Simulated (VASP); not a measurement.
# Al (Im-3m) in VASP: notebook

The runs below take Al through single point, with r2SCAN.

Everything below comes from runs of VASP 6.6.1. Logs are shortened: lines on timing, memory, paths and dates and some standing lists are left out, and cuts for length are marked.

### 1 The cell of the first run

It takes space group Im-3m (No. 229, cubic). Conventional cell: a = 3.103 Å, b = 3.103 Å, c = 3.103 Å, α = 90.00°, β = 90.00°, γ = 90.00°. Al (site symmetry m-3m) has 14 Al at 2.69 to 3.10 Å within 3.5 Å.

### 2 Single point, r2SCAN (volume scaled by 0.92)

Input file POSCAR:

```
Al
1.0
   -1.5516509119      1.5516509119      1.5516509119
    1.5516509119     -1.5516509119      1.5516509119
    1.5516509119      1.5516509119     -1.5516509119
Al
1
Direct
    0.0000000000      0.0000000000      0.0000000000
```

Input file INCAR.step1:

```
SYSTEM = Al
PREC = Accurate
ENCUT = 520
ISMEAR = -1
SIGMA = 0.1
LREAL = .FALSE.
LASPH = .TRUE.
NELM = 60
NBANDS = 8
GGA = PE
ALGO = Normal
EDIFF = 1E-4
LWAVE = .TRUE.
LCHARG = .FALSE.
```

Input file INCAR.step2:

```
SYSTEM = Al
PREC = Accurate
ENCUT = 520
EDIFF = 1E-6
ISMEAR = -1
SIGMA = 0.1
LREAL = .FALSE.
LASPH = .TRUE.
NELM = 60
ALGO = Normal
ISIF = 2
LWAVE = .FALSE.
LCHARG = .FALSE.
METAGGA = R2SCAN
LMIXTAU = .TRUE.
NBANDS = 8
ISTART = 1
```

Input file KPOINTS:

```
Automatic mesh
0
G
  16 16 16
  0 0 0
```

Potentials or basis: VASP PAW PBE potentials, release 64 (Al).

Launch:

```bash
cat potpaw_PBE.64/Al/POTCAR > POTCAR
cp INCAR.step1 INCAR
mpirun -np 1 vasp_std > vasp.out
cp INCAR.step2 INCAR
mpirun -np 1 vasp_std > vasp.out
```

OUTCAR:

```text
SYSTEM = Al
   PREC = Accurate
   ENCUT = 520
   EDIFF = 1E-6
   ISMEAR = -1
   LREAL = .FALSE.
   LASPH = .TRUE.
   NELM = 60
   ISIF = 2
   METAGGA = R2SCAN
   ISTART = 1

 ion  position               nearest neighbor table
   1  0.000  0.000  0.000-

  LATTYP: Found a body centered cubic cell.
 ALAT       =     3.1033018238

  Lattice vectors:

 A1 = (  -1.5516509119,   1.5516509119,   1.5516509119)
 A2 = (   1.5516509119,  -1.5516509119,   1.5516509119)
 A3 = (   1.5516509119,   1.5516509119,  -1.5516509119)

Analysis of symmetry for initial positions (statically):
=====================================================================
 Subroutine PRICEL returns:
 Original cell was already a primitive cell.

 Routine SETGRP: Setting up the symmetry group for a
 body centered cubic supercell.

 Subroutine GETGRP returns: Found 48 space group operations
 (whereof 48 operations were pure point group operations)
 out of a pool of 48 trial point group operations.

The static configuration has the point symmetry O_h .

Analysis of symmetry for dynamics (positions and initial velocities):
=====================================================================
 Subroutine PRICEL returns:
 Original cell was already a primitive cell.

 Routine SETGRP: Setting up the symmetry group for a
 body centered cubic supercell.

 Subroutine GETGRP returns: Found 48 space group operations
 (whereof 48 operations were pure point group operations)
 out of a pool of 48 trial point group operations.

The dynamic configuration has the point symmetry O_h .

 Subroutine INISYM returns: Found 48 space group operations
 (whereof 48 operations are pure point group operations),
 and found     1 'primitive' translations

----------------------------------------------------------------------------------------

                                     Primitive cell

  volume of cell :      14.9431

  direct lattice vectors                    reciprocal lattice vectors
    -1.551650912  1.551650912  1.551650912     0.000000000  0.322237429  0.322237429
     1.551650912 -1.551650912  1.551650912     0.322237429  0.000000000  0.322237429
     1.551650912  1.551650912 -1.551650912     0.322237429  0.322237429  0.000000000

  length of vectors
     2.687538215  2.687538215  2.687538215     0.455712542  0.455712542  0.455712542

  position of ions in fractional coordinates (direct lattice)
     0.000000000  0.000000000  0.000000000

  ion indices of the primitive-cell ions
   primitive index   ion index
                 1           1

----------------------------------------------------------------------------------------

 KPOINTS: Automatic mesh

Automatic generation of k-mesh.
 Grid dimensions read from file:
 generate k-points for:   16   16   16

 Generating k-lattice:

  Cartesian coordinates                     Fractional coordinates (reciprocal lattice)
     0.000000000  0.020139839  0.020139839     0.062500000  0.000000000  0.000000000
     0.020139839  0.000000000  0.020139839     0.000000000  0.062500000  0.000000000
     0.020139839  0.020139839  0.000000000     0.000000000  0.000000000  0.062500000

  Length of vectors
     0.028482034  0.028482034  0.028482034

  Shift w.r.t. Gamma in fractional coordinates (k-lattice)
     0.000000000  0.000000000  0.000000000

 Subroutine IBZKPT returns following result:
 ===========================================

 Found    145 irreducible k-points:

 Following reciprocal coordinates:
            Coordinates               Weight
  0.000000  0.000000  0.000000      1.000000
  0.062500  0.000000  0.000000     12.000000
  0.125000  0.000000  0.000000     12.000000
  0.187500  0.000000  0.000000     12.000000
  0.250000  0.000000  0.000000     12.000000
  0.312500  0.000000  0.000000     12.000000
[... 16 lines left out ...]
  0.187500  0.187500  0.000000     24.000000
  0.250000  0.187500  0.000000     48.000000
 [... further k-points ...]
   k-points           NKPTS =    145   k-points in BZ     NKDIM =    145   number of bands    NBANDS=      8
   number of dos      NEDOS =    301   number of ions     NIONS =      1
   total plane-waves  NPLWV =   8000
   dimension x,y,z NGX =    20 NGY =   20 NGZ =   20
   dimension x,y,z NGXF=    40 NGYF=   40 NGZF=   40
   ions per type =               1
   NGX,Y,Z   is equivalent  to a cutoff of  12.37, 12.37, 12.37 a.u.
   NGXF,Y,Z  is equivalent  to a cutoff of  24.74, 24.74, 24.74 a.u.
 SYSTEM =  Al
   PREC   = accura    normal or accurate (medium, high low for compatibility)
   ISTART =      1    job   : 0-new  1-cont  2-samecut
   ICHARG =      0    charge: 1-file 2-atom 10-const
   ISPIN  =      1    spin polarized calculation?
   LNONCOLLINEAR =      F non collinear calculations
   LSORBIT =      F    spin-orbit coupling
   LASPH  =      T    aspherical Exc in radial PAW
   ENCUT  =  520.0 eV  38.22 Ry    6.18 a.u.   5.00  5.00  5.00*2*pi/ulx,y,z
   NELM   =     60;   NELMIN=  2; NELMDL=  0     # of ELM steps
   EDIFF  = 0.1E-05   stopping-criterion for ELM
   LREAL  =      F    real-space projection
   EDIFFG = 0.1E-04   stopping-criterion for IOM
   NSW    =      0    number of steps for IOM
   IBRION =     -1    ionic relax: 0-MD 1-quasi-New 2-CG
   NFREE  =      0    steps in history (QN), initial steepest desc. (CG)
   ISIF   =      2    stress and relaxation
   ISYM   =      2    0-nonsym 1-usesym 2-fastsym
   POTIM  = 0.5000    time-step for ionic-motion
   TEBEG  =    0.0;   TEEND  =   0.0 temperature during run
   PSTRESS=    0.0 pullay stress
   NELECT =       3.0000    total number of electrons
   NUPDOWN=      -1.0000    fix difference up-down
   EMIN   =  10.00;   EMAX   =-10.00  energy-range for DOS
   EFERMI =   0.00;   METHOD = LEGACY
   ISMEAR =    -1;   SIGMA  =   0.10  broadening in eV -4-tet -1-fermi 0-gaus
   EFERMI_NEDOS =   21; number of points for ismear=-14 and -15
   IALGO  =     38    algorithm
   IMIX   =      4    mixing-type and parameters
     AMIX     =   0.40;   BMIX     =  1.00
     AMIX_MAG =   1.60;   BMIX_MAG =  1.00
  volume/ion in A,a.u.               =      14.94       100.84
  Fermi-wavevector in a.u.,A,eV,Ry     =   0.958594  1.811479 12.502419  0.918902
  Thomas-Fermi vector in A             =   2.087715
   LORBIT       =      0    0 simple, 1 ext, 2 COOP (PROOUT), +10 PAW based schemes
   METAGGA = R2SCAN    functional components
   LHFCALC =     F    Hartree Fock is set to
   AEXX    =    0.0000 exact exchange contribution
   IVDW    =     0    specifies the selected vdW correction
   LEPSILON=     F    determine dielectric tensor
   LRPA    =     F    only Hartree local field effects (RPA)
 non-spin polarized calculation
  energy-cutoff  :      520.00
  volume of cell :       14.94
 maximum number of plane-waves:       420
   NGX =  9   NGY =  9   NGZ =  9

 number of electron       3.0000000 magnetization

 Free energy of the ion-electron system (eV)
  ---------------------------------------------------
  ext. energy  EPLUGINS =         0.00000000
  ---------------------------------------------------
  free energy    TOTEN  =        -6.60269654 eV

  energy without entropy =       -6.58858428  energy(sigma->0) =       -6.59564041

 E-fermi :   9.1099     XC(G=0): -11.2899

 val. band max:        9.0799694480   @ k =  -0.3125   0.5000   0.1250
 cond. band min:       9.1307022828   @ k =  -0.3750   0.4375   0.1875
 fundamental gap:      0.0507328347
 Fermi energy:         9.1098644700

 k-point     1 :       0.0000    0.0000    0.0000
  band No.  band energies     occupation
      1      -3.4722      2.00000
      2      23.7727      0.00000
      3      23.7727      0.00000
      4      23.7727      0.00000
      5      26.6393      0.00000
      6      26.6393      0.00000
      7      26.6393      0.00000
      8      27.1742      0.00000

 k-point     2 :       0.0625    0.0000    0.0000
  band No.  band energies     occupation
      1      -3.3448      2.00000
      2      22.4191      0.00000
      3      23.1557      0.00000
      4      23.2331      0.00000
      5      25.6632      0.00000
      6      26.1403      0.00000
      7      26.9816      0.00000
      8      27.4640      0.00000

 k-point     3 :       0.1250    0.0000    0.0000
  band No.  band energies     occupation
      1      -2.9635      2.00000
      2      19.6825      0.00000
      3      22.1001      0.00000
      4      22.1197      0.00000
      5      24.3695      0.00000
      6      25.3105      0.00000
      7      27.4844      0.00000
      8      27.9855      0.00000

 k-point     4 :       0.1875    0.0000    0.0000
  band No.  band energies     occupation
      1      -2.3304      2.00000
      2      16.7635      0.00000
      3      20.9573      0.00000
      4      21.1058      0.00000
      5      23.2012      0.00000
      6      24.5462      0.00000
      7      28.2147      0.00000
      8      28.4799      0.00000

 k-point     5 :       0.2500    0.0000    0.0000
  band No.  band energies     occupation
      1      -1.4493      2.00000
      2      13.9426      0.00000
      3      19.9319      0.00000
      4      20.2687      0.00000
      5      22.2254      0.00000
      6      23.8213      0.00000
      7      29.1329      0.00000
      8      29.1651      0.00000
[... 177 lines left out ...]
 k-point    22 :       0.4375    0.1250    0.0000
  band No.  band energies     occupation
      1       4.3587      2.00000
      2       5.3394      2.00000
      3      14.3132      0.00000
      4      18.1833      0.00000
      5      22.2635      0.00000
      6      25.7536      0.00000
      7      30.4820      0.00000
      8      32.3097      0.00000

 k-point    23 :       0.1875    0.1875    0.0000
  band No.  band energies     occupation
      1      -0.0772      2.00000
      2      12.8509      0.00000
      3      13.9434      0.00000
      4      19.0540      0.00000
      5      24.2925      0.00000
      6      25.3527      0.00000
      7      30.0758      0.00000
      8      30.2068      0.00000

 k-point    24 :       0.2500    0.1875    0.0000
  band No.  band energies     occupation
      1       1.1562      2.00000
      2      10.6931      0.00000
      3      12.8847      0.00000
      4      18.4340      0.00000
      5      24.0748      0.00000
      6      25.9818      0.00000
      7      29.6903      0.00000
      8      32.0842      0.00000

 [... further k-points ...]
[... 5 lines left out ...]
  --------------------------------------------------------------------------------------
  -------------------------------------------------------------------------------------
  Total        0.6958361      0.6958361      0.6958361     -0.0000000     -0.0000000      0.0000000
  in kB       74.6062980     74.6062980     74.6062980     -0.0000000     -0.0000000      0.0000000
  external PRESSURE =      74.6062980 kB  Pullay stress =       0.0000000 kB

 VOLUME and BASIS-vectors are now :
 -----------------------------------------------------------------------------
  energy-cutoff  :      520.00
  volume of cell :       14.94
      direct lattice vectors                 reciprocal lattice vectors
    -1.551650912  1.551650912  1.551650912     0.000000000  0.322237429  0.322237429
     1.551650912 -1.551650912  1.551650912     0.322237429  0.000000000  0.322237429
     1.551650912  1.551650912 -1.551650912     0.322237429  0.322237429  0.000000000

 POSITION                                       TOTAL-FORCE (eV/Angst)
 -----------------------------------------------------------------------------------
      0.00000      0.00000      0.00000        -0.000000      0.000000     -0.000000
 -----------------------------------------------------------------------------------
    total drift:                                0.000000     -0.000000     -0.000000

  FREE ENERGIE OF THE ION-ELECTRON SYSTEM (eV)
  ---------------------------------------------------
  free  energy   TOTEN  =        -6.6026965448 eV

  energy  without entropy=       -6.5885842829  energy(sigma->0) =       -6.59564041
```

It took 40 s on 1 thread of Intel Xeon Platinum 8259CL at 2.50GHz (Skylake/Cascade Lake), shared host; peak memory 0.13 GiB.

What came out:

```
Free energy : -6.6027 eV
Pressure    : 7.5 GPa
```

Caveat: the PAW data sets were made with another functional, which shifts forces and pressure a little.

### 3 Single point, r2SCAN (volume scaled by 0.96)

Input file POSCAR:

```
Al
1.0
   -1.5738203487      1.5738203487      1.5738203487
    1.5738203487     -1.5738203487      1.5738203487
    1.5738203487      1.5738203487     -1.5738203487
Al
1
Direct
    0.0000000000      0.0000000000      0.0000000000
```

Input file INCAR.step1:

```
SYSTEM = Al
PREC     = Accurate       ! precision mode
ENCUT    = 520            ! plane-wave cutoff, eV
ISMEAR   = -1             ! smearing method
SIGMA    = 0.1            ! smearing width, eV
LREAL    = .False.        ! projectors in reciprocal space
LASPH    = .True.         ! aspherical terms in the spheres
NELM     = 60             ! most SCF steps
NBANDS   = 8              ! bands
GGA      = PE             ! functional
ALGO     = Normal         ! electronic algorithm
EDIFF    = 1E-4           ! SCF threshold, eV
LWAVE    = .True.         ! write WAVECAR
LCHARG   = .False.        ! write CHGCAR
```

Input file INCAR.step2:

```
SYSTEM = Al
PREC     = Accurate       ! precision mode
ENCUT    = 520            ! plane-wave cutoff, eV
EDIFF    = 1E-7           ! SCF threshold, eV
ISMEAR   = -1             ! smearing method
SIGMA    = 0.1            ! smearing width, eV
LREAL    = .False.        ! projectors in reciprocal space
LASPH    = .True.         ! aspherical terms in the spheres
NELM     = 60             ! most SCF steps
ALGO     = Normal         ! electronic algorithm
ISIF     = 2              ! what is computed and relaxed
LWAVE    = .False.        ! write WAVECAR
LCHARG   = .True.         ! write CHGCAR
METAGGA  = R2SCAN         ! meta-GGA
LMIXTAU  = .True.       
LELF     = .True.         ! ELF
LVHAR    = .True.       
NBANDS   = 8              ! bands
ISTART   = 1
```

Input file KPOINTS:

```
Automatic mesh
0
Gamma
  16 16 16
  0 0 0
```

Potentials or basis: VASP PAW PBE potentials, release 64 (Al).

Launch:

```bash
cat potpaw_PBE.64/Al/POTCAR > POTCAR
cp INCAR.step1 INCAR
mpirun -np 1 vasp_std > vasp.out
cp INCAR.step2 INCAR
mpirun -np 1 vasp_std > vasp.out
```

OUTCAR:

```text
SYSTEM = Al
   PREC = Accurate
   ENCUT = 520
   EDIFF = 1E-7
   ISMEAR = -1
   LREAL = .False.
   LASPH = .True.
   NELM = 60
   ISIF = 2
   METAGGA = R2SCAN
   ISTART = 1

 ion  position               nearest neighbor table
   1  0.000  0.000  0.000-

  LATTYP: Found a body centered cubic cell.
 ALAT       =     3.1476406974

  Lattice vectors:

 A1 = (  -1.5738203487,   1.5738203487,   1.5738203487)
 A2 = (   1.5738203487,  -1.5738203487,   1.5738203487)
 A3 = (   1.5738203487,   1.5738203487,  -1.5738203487)

Analysis of symmetry for initial positions (statically):
=====================================================================
 Subroutine PRICEL returns:
 Original cell was already a primitive cell.

 Routine SETGRP: Setting up the symmetry group for a
 body centered cubic supercell.

 Subroutine GETGRP returns: Found 48 space group operations
 (whereof 48 operations were pure point group operations)
 out of a pool of 48 trial point group operations.

The static configuration has the point symmetry O_h .

[... 152 lines left out ...]
  ---------------------------------------------------
  free energy    TOTEN  =        -6.62345762 eV

  energy without entropy =       -6.60852990  energy(sigma->0) =       -6.61599376

 E-fermi :   8.6374     XC(G=0): -11.1309

 val. band max:        8.6103181229   @ k =  -0.4375   0.5000   0.3125
 cond. band min:       8.6569409516   @ k =  -0.3125   0.5000   0.1250
 fundamental gap:      0.0466228286
 Fermi energy:         8.6373773929

 k-point     1 :       0.0000    0.0000    0.0000
  band No.  band energies     occupation
      1      -3.6304      2.00000
      2      23.0254      0.00000
      3      23.0254      0.00000
      4      23.0254      0.00000
      5      25.4549      0.00000
      6      25.4549      0.00000
      7      25.4549      0.00000
      8      26.3515      0.00000
[... 243 lines left out ...]
 k-point    24 :       0.2500    0.1875    0.0000
  band No.  band energies     occupation
      1       0.8819      2.00000
      2      10.2051      0.00000
      3      12.2878      0.00000
      4      17.6732      0.00000
      5      23.2534      0.00000
      6      25.0195      0.00000
      7      28.6881      0.00000
      8      31.0098      0.00000

 [... further k-points ...]
[... 5 lines left out ...]
  --------------------------------------------------------------------------------------
  -------------------------------------------------------------------------------------
  Total        0.2920160      0.2920160      0.2920160     -0.0000000      0.0000000     -0.0000000
  in kB       30.0048697     30.0048697     30.0048697     -0.0000000      0.0000000     -0.0000000
  external PRESSURE =      30.0048697 kB  Pullay stress =       0.0000000 kB

 VOLUME and BASIS-vectors are now :
 -----------------------------------------------------------------------------
  energy-cutoff  :      520.00
  volume of cell :       15.59
      direct lattice vectors                 reciprocal lattice vectors
    -1.573820349  1.573820349  1.573820349     0.000000000  0.317698269  0.317698269
     1.573820349 -1.573820349  1.573820349     0.317698269  0.000000000  0.317698269
     1.573820349  1.573820349 -1.573820349     0.317698269  0.317698269  0.000000000

 POSITION                                       TOTAL-FORCE (eV/Angst)
 -----------------------------------------------------------------------------------
      0.00000      0.00000      0.00000        -0.000000      0.000000     -0.000000
 -----------------------------------------------------------------------------------
    total drift:                                0.000000      0.000000      0.000000

  FREE ENERGIE OF THE ION-ELECTRON SYSTEM (eV)
  ---------------------------------------------------
  free  energy   TOTEN  =        -6.6234576163 eV

  energy  without entropy=       -6.6085298984  energy(sigma->0) =       -6.61599376
```

OUTCAR.step1:

```text
SYSTEM = Al
   PREC = Accurate
   ENCUT = 520
   ISMEAR = -1
   LREAL = .False.
   LASPH = .True.
[... 480 lines left out ...]
 -----------------------------------------------------------------------------------
      0.00000      0.00000      0.00000        -0.000000      0.000000      0.000000
 -----------------------------------------------------------------------------------
    total drift:                                0.000000      0.000000      0.000000

  FREE ENERGIE OF THE ION-ELECTRON SYSTEM (eV)
  ---------------------------------------------------
  free  energy   TOTEN  =        -3.6281588305 eV

  energy  without entropy=       -3.6120617648  energy(sigma->0) =       -3.62011030
```

Run time: 44 s. Hardware: 1 thread of Intel Xeon Platinum 8259CL at 2.50GHz (Skylake/Cascade Lake), shared host; peak memory 0.13 GiB.

What came out:

```yaml
Free_energy: -6.6235 eV
Pressure: 3.0 GPa
```

Caveat: the PAW data sets were made with another functional, which shifts forces and pressure a little.
